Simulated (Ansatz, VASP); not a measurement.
One calculation of Os, two programs

The input INCAR:

```
  PREC = Accurate
  ENCUT = 520
  EDIFF = 1E-6
  ISMEAR = -1
  SIGMA = 0.1
  LREAL = False
  LASPH = True
  NELM = 60
  ALGO = Normal
  ISIF = 2
  LWAVE = False
  LCHARG = True
  GGA = PE
  LELF = True
  LVHAR = True
  NBANDS = 10
```

The input KPOINTS:

```
Automatic mesh
0
Gamma
  17 17 17
```

Contents of POSCAR:

```
Os
1.0
   -1.3729411717      1.3729411717      1.3729411717
    1.3729411717     -1.3729411717      1.3729411717
    1.3729411717      1.3729411717     -1.3729411717
Os
1
Direct
    0.0000000000      0.0000000000      0.0000000000
```

Input for Ansatz:

```yaml
crystal:
  lattice:
    - [-1.3729411717, 1.3729411717, 1.3729411717]
    - [1.3729411717, -1.3729411717, 1.3729411717]
    - [1.3729411717, 1.3729411717, -1.3729411717]
  atoms:
    - { symbol: Os, position: [0.0, 0.0, 0.0] }
kpoints:
  mp_grid: { grid: [17, 17, 17] }
scf:
  occupations: { method: fermi_dirac, width: 0.1 }
hamiltonian:
  xc: pbe
  pseudopotentials: { kind: all_electron, lapw: { basis_error: 0.001 } }
output:
  forces: true
  stress: true
  eigenvalues: true
  populations: true
```

Change from the starting cell: volume scaled by 0.7, LAPW.

Alike in both runs: task single point; functional PBE; k mesh 17 × 17 × 17; occupations fermi-dirac, width 0.1 eV; no spin polarisation.

|  | VASP | Ansatz |
| --- | --- | --- |
| version | VASP 6.6.1 | Ansatz 0.2.0 |
| potentials or method | VASP PAW PBE potentials, release 64 (Os), cutoff 520 eV | all-electron LAPW, scalar-relativistic |

VASP gave:

| Quantity | Value |
| --- | --- |
| pressure (GPa) | 298.1 |

Which values does Ansatz return?

Pressure (GPa): 284.6.

Both programs put the cell under a high pressure, so it lies far from rest at this level. Ansatz ran all-electron here, and VASP with PAW potentials.

Neither program's run includes spin-orbit coupling. Noted on VASP's run: the cell as given lies far from equilibrium.
